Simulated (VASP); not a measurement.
# BaTiO3 (P4/mmm) in VASP: notebook, part 2 of 2

VASP 6.6.1. The steps go on from the part before.

### 3 Single point, r2SCAN

This run uses another cell than the first one, of the same volume but with other edges.

Input file POSCAR:

```
BaTiO3
1.0
    4.1066051249      0.0000000000      0.0000000000
    0.0000000000      4.1066051249      0.0000000000
    0.0000000000      0.0000000000      3.7780767149
Ba Ti O
1 1 3
Direct
    0.5000000000      0.5000000000      0.5000000000
    0.0000000000      0.0000000000      0.0000000000
    0.5000000000      0.0000000000      0.0000000000
    0.0000000000      0.5000000000      0.0000000000
    0.0000000000      0.0000000000      0.5000000000
```

Input file INCAR.step1:

```
ALGO = Normal ; EDIFF = 1E-4
ENCUT = 520 ; GGA = PE
ISMEAR = 0 ; LASPH = True
LCHARG = False ; LREAL = False
LWAVE = True ; NBANDS = 28
NELM = 100 ; PREC = Accurate
SIGMA = 0.05
```

Input file INCAR.step2:

```
ALGO = Normal ; EDIFF = 1E-7
ENCUT = 520 ; ISIF = 2
ISMEAR = 0 ; ISTART = 1
LASPH = True ; LCHARG = False
LMIXTAU = True ; LREAL = False
LWAVE = False ; METAGGA = R2SCAN
NBANDS = 28 ; NELM = 100
PREC = Accurate ; SIGMA = 0.05
```

Input file KPOINTS:

```
k-points
0
Gamma
  8 8 8
```

Potentials or basis: VASP PAW PBE potentials, release 64 (Ba_sv, Ti_sv, O).

Run with:

```bash
cat potpaw_PBE.64/Ba_sv/POTCAR potpaw_PBE.64/Ti_sv/POTCAR potpaw_PBE.64/O/POTCAR > POTCAR
cp INCAR.step1 INCAR
mpirun -np 1 vasp_std > vasp.out
cp INCAR.step2 INCAR
mpirun -np 1 vasp_std > vasp.out
```

OUTCAR:

```text
EDIFF = 1E-7
   ENCUT = 520
   ISIF = 2
   ISMEAR = 0
   ISTART = 1
   LASPH = True
   LREAL = False
   METAGGA = R2SCAN
   NELM = 100
   PREC = Accurate

 ion  position               nearest neighbor table
   1  0.500  0.500  0.500-   3 2.79   4 2.79   3 2.79   4 2.79   3 2.79   3 2.79   4 2.79   4 2.79
                             5 2.90   5 2.90   5 2.90   5 2.90   2 3.46   2 3.46   2 3.46   2 3.46
   2  0.000  0.000  0.000-   5 1.89   5 1.89   3 2.05   4 2.05   4 2.05   3 2.05   1 3.46   1 3.46
                             1 3.46   1 3.46   1 3.46   1 3.46   1 3.46   1 3.46
   3  0.500  0.000  0.000-   2 2.05   2 2.05   1 2.79   1 2.79   1 2.79   1 2.79
   4  0.000  0.500  0.000-   2 2.05   2 2.05   1 2.79   1 2.79   1 2.79   1 2.79
   5  0.000  0.000  0.500-   2 1.89   2 1.89   1 2.90   1 2.90   1 2.90   1 2.90

  LATTYP: Found a simple tetragonal cell.
 ALAT       =     4.1066051249
 C/A-ratio  =     0.9200000000

  Lattice vectors:

 A1 = (   4.1066051249,   0.0000000000,   0.0000000000)
 A2 = (   0.0000000000,   4.1066051249,   0.0000000000)
 A3 = (   0.0000000000,   0.0000000000,   3.7780767149)

Analysis of symmetry for initial positions (statically):
=====================================================================
 Subroutine PRICEL returns:
 Original cell was already a primitive cell.

 Routine SETGRP: Setting up the symmetry group for a
 simple tetragonal supercell.

 Subroutine GETGRP returns: Found 16 space group operations
 (whereof 16 operations were pure point group operations)
 out of a pool of 16 trial point group operations.

The static configuration has the point symmetry D_4h.

Analysis of symmetry for dynamics (positions and initial velocities):
=====================================================================
 Subroutine PRICEL returns:
 Original cell was already a primitive cell.

 Routine SETGRP: Setting up the symmetry group for a
 simple tetragonal supercell.

 Subroutine GETGRP returns: Found 16 space group operations
 (whereof 16 operations were pure point group operations)
 out of a pool of 16 trial point group operations.

The dynamic configuration has the point symmetry D_4h.

 Subroutine INISYM returns: Found 16 space group operations
 (whereof 16 operations are pure point group operations),
 and found     1 'primitive' translations

----------------------------------------------------------------------------------------

                                     Primitive cell

  volume of cell :      63.7143

  direct lattice vectors                    reciprocal lattice vectors
     4.106605125  0.000000000  0.000000000     0.243510143  0.000000000  0.000000000
     0.000000000  4.106605125  0.000000000     0.000000000  0.243510143  0.000000000
     0.000000000  0.000000000  3.778076715     0.000000000  0.000000000  0.264684938

  length of vectors
     4.106605125  4.106605125  3.778076715     0.243510143  0.243510143  0.264684938

  position of ions in fractional coordinates (direct lattice)
     0.500000000  0.500000000  0.500000000
     0.000000000  0.000000000  0.000000000
     0.500000000  0.000000000  0.000000000
     0.000000000  0.500000000  0.000000000
     0.000000000  0.000000000  0.500000000
[... 34 lines left out ...]

 Following reciprocal coordinates:
            Coordinates               Weight
  0.000000  0.000000  0.000000      1.000000
  0.125000  0.000000  0.000000      4.000000
  0.250000  0.000000  0.000000      4.000000
  0.375000  0.000000  0.000000      4.000000
  0.500000  0.000000  0.000000      2.000000
  0.125000  0.125000  0.000000      4.000000
[... 16 lines left out ...]
  0.375000  0.125000  0.125000     16.000000
  0.500000  0.125000  0.125000      8.000000
 [... further k-points ...]
   k-points           NKPTS =     75   k-points in BZ     NKDIM =     75   number of bands    NBANDS=     28
   number of dos      NEDOS =    301   number of ions     NIONS =      5
   total plane-waves  NPLWV =  28672
   dimension x,y,z NGX =    32 NGY =   32 NGZ =   28
   dimension x,y,z NGXF=    64 NGYF=   64 NGZF=   56
   ions per type =               1   1   3
   NGX,Y,Z   is equivalent  to a cutoff of  12.95, 12.95, 12.32 a.u.
   NGXF,Y,Z  is equivalent  to a cutoff of  25.91, 25.91, 24.64 a.u.
 SYSTEM =  unknown system
   PREC   = accura    normal or accurate (medium, high low for compatibility)
   ISTART =      1    job   : 0-new  1-cont  2-samecut
   ICHARG =      0    charge: 1-file 2-atom 10-const
   ISPIN  =      1    spin polarized calculation?
   LNONCOLLINEAR =      F non collinear calculations
   LSORBIT =      F    spin-orbit coupling
   LASPH  =      T    aspherical Exc in radial PAW
   ENCUT  =  520.0 eV  38.22 Ry    6.18 a.u.   7.64  7.64  7.02*2*pi/ulx,y,z
   NELM   =    100;   NELMIN=  2; NELMDL=  0     # of ELM steps
   EDIFF  = 0.1E-06   stopping-criterion for ELM
   LREAL  =      F    real-space projection
   EDIFFG = 0.1E-05   stopping-criterion for IOM
   NSW    =      0    number of steps for IOM
   IBRION =     -1    ionic relax: 0-MD 1-quasi-New 2-CG
   NFREE  =      0    steps in history (QN), initial steepest desc. (CG)
   ISIF   =      2    stress and relaxation
   ISYM   =      2    0-nonsym 1-usesym 2-fastsym
   POTIM  = 0.5000    time-step for ionic-motion
   TEBEG  =    0.0;   TEEND  =   0.0 temperature during run
   PSTRESS=    0.0 pullay stress
   NELECT =      40.0000    total number of electrons
   NUPDOWN=      -1.0000    fix difference up-down
   EMIN   =  10.00;   EMAX   =-10.00  energy-range for DOS
   EFERMI =   0.00;   METHOD = LEGACY
   ISMEAR =     0;   SIGMA  =   0.05  broadening in eV -4-tet -1-fermi 0-gaus
   EFERMI_NEDOS =   21; number of points for ismear=-14 and -15
   IALGO  =     38    algorithm
   IMIX   =      4    mixing-type and parameters
     AMIX     =   0.40;   BMIX     =  1.00
     AMIX_MAG =   1.60;   BMIX_MAG =  1.00
  volume/ion in A,a.u.               =      12.74        85.99
  Fermi-wavevector in a.u.,A,eV,Ry     =   1.401789  2.648997 26.735612  1.965012
  Thomas-Fermi vector in A             =   2.524615
   LORBIT       =      0    0 simple, 1 ext, 2 COOP (PROOUT), +10 PAW based schemes
   METAGGA = R2SCAN    functional components
   LHFCALC =     F    Hartree Fock is set to
   AEXX    =    0.0000 exact exchange contribution
   IVDW    =     0    specifies the selected vdW correction
   LEPSILON=     F    determine dielectric tensor
   LRPA    =     F    only Hartree local field effects (RPA)
 non-spin polarized calculation
 Gauss-broadening in eV      SIGMA  =   0.05
  energy-cutoff  :      520.00
  volume of cell :       63.71
 maximum number of plane-waves:      1736
 NGX is ok and might be reduce to    32

 number of electron      40.0000014 magnetization

 Free energy of the ion-electron system (eV)
  ---------------------------------------------------
  ext. energy  EPLUGINS =         0.00000000
  ---------------------------------------------------
  free energy    TOTEN  =       -74.02155222 eV

  energy without entropy =      -74.02155222  energy(sigma->0) =      -74.02155222

 E-fermi :   3.8705     XC(G=0): -11.9516

 val. band max:        3.6697969541   @ k =   0.5000   0.5000   0.5000
 cond. band min:       5.6355776547   @ k =   0.0000   0.0000   0.0000
 fundamental gap:      1.9657807006
 Fermi energy:         3.8705322508

 k-point     1 :       0.0000    0.0000    0.0000
  band No.  band energies     occupation
      1     -55.2469      2.00000
      2     -30.4685      2.00000
      3     -30.3935      2.00000
      4     -30.3935      2.00000
      5     -21.8866      2.00000
      6     -14.5759      2.00000
[... 733 lines left out ...]
     27      12.2383      0.00000
     28      13.0992      0.00000

 [... further k-points ...]

------------------------ aborting loop because EDIFF is reached ----------------------------------------

  FORCE on cell =-STRESS in cart. coord.  units (eV):
  Direction    XX          YY          ZZ          XY          YZ          ZX
  --------------------------------------------------------------------------------------
  -------------------------------------------------------------------------------------
  Total       -1.1265370     -1.1265370      6.7571631      0.0000000      0.0000000      0.0000000
  in kB      -28.3282263    -28.3282263    169.9175824      0.0000000      0.0000000      0.0000000
  external PRESSURE =      37.7537099 kB  Pullay stress =       0.0000000 kB

 VOLUME and BASIS-vectors are now :
 -----------------------------------------------------------------------------
  energy-cutoff  :      520.00
  volume of cell :       63.71
      direct lattice vectors                 reciprocal lattice vectors
     4.106605125  0.000000000  0.000000000     0.243510143  0.000000000  0.000000000
     0.000000000  4.106605125  0.000000000     0.000000000  0.243510143  0.000000000
     0.000000000  0.000000000  3.778076715     0.000000000  0.000000000  0.264684938

 POSITION                                       TOTAL-FORCE (eV/Angst)
 -----------------------------------------------------------------------------------
      2.05330      2.05330      1.88904         0.000000      0.000000      0.000000
      0.00000      0.00000      0.00000         0.000000      0.000000      0.000000
      2.05330      0.00000      0.00000         0.000000      0.000000      0.000000
      0.00000      2.05330      0.00000         0.000000      0.000000      0.000000
      0.00000      0.00000      1.88904         0.000000      0.000000      0.000000
 -----------------------------------------------------------------------------------
    total drift:                                0.000000      0.000000     -0.000000

  FREE ENERGIE OF THE ION-ELECTRON SYSTEM (eV)
  ---------------------------------------------------
  free  energy   TOTEN  =       -74.0215522207 eV

  energy  without entropy=      -74.0215522207  energy(sigma->0) =      -74.02155222
```

Wall time 3.3 min (1 thread of Intel Xeon 6975P-C (Granite Rapids), shared host); peak memory 0.27 GiB.

What came out:

| Quantity | Value |
| --- | --- |
| Free energy | -74.0216 eV |
| Pressure | 3.8 GPa |
| Band gap on the k mesh | 1.97 eV (least direct gap 2.13 eV) |

Caveat: the cell stands under pressure; the PAW data sets were made with another functional, which shifts forces and pressure a little; spin-orbit coupling is left out, which moves the levels of the heavy elements. A k mesh can miss the band edges.

### 4 Single point, r2SCAN

This run uses another cell than the first one, of the same volume but with other edges.

POSCAR: that of step 3 with these lines changed.

```diff
@@ -2,5 +2,5 @@
 1.0
-    4.1066051249      0.0000000000      0.0000000000
-    0.0000000000      4.1066051249      0.0000000000
-    0.0000000000      0.0000000000      3.7780767149
+    3.8691419106      0.0000000000      0.0000000000
+    0.0000000000      3.8691419106      0.0000000000
+    0.0000000000      0.0000000000      4.2560561017
 Ba Ti O
```

Input file INCAR.step1:

```
SYSTEM = BaTiO3
PREC     = Accurate       ! precision mode
ENCUT    = 520            ! plane-wave cutoff, eV
ISMEAR   = 0              ! smearing method
SIGMA    = 0.05           ! smearing width, eV
LREAL    = .False.        ! projectors in reciprocal space
LASPH    = .True.         ! aspherical terms in the spheres
NELM     = 60             ! most SCF steps
NBANDS   = 28             ! bands
GGA      = PE             ! functional
ALGO     = Normal         ! electronic algorithm
EDIFF    = 1E-4           ! SCF threshold, eV
LWAVE    = .True.         ! write WAVECAR
LCHARG   = .False.        ! write CHGCAR
```

Input file INCAR.step2:

```
SYSTEM = BaTiO3
PREC     = Accurate       ! precision mode
ENCUT    = 520            ! plane-wave cutoff, eV
EDIFF    = 1E-6           ! SCF threshold, eV
ISMEAR   = 0              ! smearing method
SIGMA    = 0.05           ! smearing width, eV
LREAL    = .False.        ! projectors in reciprocal space
LASPH    = .True.         ! aspherical terms in the spheres
NELM     = 60             ! most SCF steps
ALGO     = Normal         ! electronic algorithm
ISIF     = 2              ! what is computed and relaxed
LWAVE    = .False.        ! write WAVECAR
LCHARG   = .False.        ! write CHGCAR
METAGGA  = R2SCAN         ! meta-GGA
LMIXTAU  = .True.       
NBANDS   = 28             ! bands
ISTART   = 1
```

Input file KPOINTS:

```
Automatic mesh
0
Gamma
  8 8 8
  0 0 0
```

Run with:

```bash
cat potpaw_PBE.64/Ba_sv/POTCAR potpaw_PBE.64/Ti_sv/POTCAR potpaw_PBE.64/O/POTCAR > POTCAR
cp INCAR.step1 INCAR
mpirun -np 1 vasp_std > vasp.out
cp INCAR.step2 INCAR
mpirun -np 1 vasp_std > vasp.out
```

It took 4.4 min on 1 thread of Intel Xeon 6975P-C (Granite Rapids), shared host; peak memory 0.28 GiB.

The run converged. Its results:

```yaml
Free_energy: -73.9930 eV
Pressure: 4.3 GPa
Band_gap_on_the_k_mesh: 1.97 eV (least direct gap 2.20 eV)
```

Stress tensor (GPa, compression positive):
```
10.45  0.00  0.00
 0.00 10.45  0.00
 0.00  0.00 -8.02
```

Levels at points of the mesh, in eV from the valence-band top:
```
           k point  band 18  band 19  band 20  band 21  band 22  band 23
(0.00, 0.00, 0.00)    -0.37    -0.23    -0.23     1.97     1.97     2.14
(0.50, 0.00, 0.00)    -1.91    -1.00    -0.82     2.16     3.85     4.04
(0.50, 0.50, 0.00)    -0.48    -0.48    -0.05     4.05     4.05     4.45
(0.00, 0.00, 0.50)    -1.30    -0.82    -0.82     2.24     3.26     3.26
(0.50, 0.00, 0.50)    -1.35    -1.31    -0.44     3.28     4.09     4.18
(0.50, 0.50, 0.50)    -0.10    -0.10     0.00     4.41     4.41     4.81
```

Caveat: the cell stands under pressure; the PAW data sets were made with another functional, which shifts forces and pressure a little; spin-orbit coupling is left out, which moves the levels of the heavy elements. A k mesh can miss the band edges.

### 5 Summary

| cell | gap on the mesh (eV) | pressure (GPa) |
| --- | --- | --- |
| a = 3.660, b = 3.660, c = 4.757 Å, 5 atoms | 1.60 | 19.6 |
| a = 4.107, b = 4.107, c = 3.778 Å, 5 atoms | 1.97 | 3.8 |
| a = 3.869, b = 3.869, c = 4.256 Å, 5 atoms | 1.97 | 4.3 |

Alike in all rows: task single point; level r2SCAN; potentials or basis VASP PAW PBE potentials, release 64 (Ba_sv, Ti_sv, O); no spin polarisation; k mesh 8 × 8 × 8; cutoff (eV) 520; smearing gaussian 0.05 eV.

Caveats: the cell stands under pressure; the PAW data sets were made with another functional, which shifts forces and pressure a little; spin-orbit coupling is left out, which moves the levels of the heavy elements.

Total energies depend on the potentials used, so only differences within one code and one set of settings carry meaning.
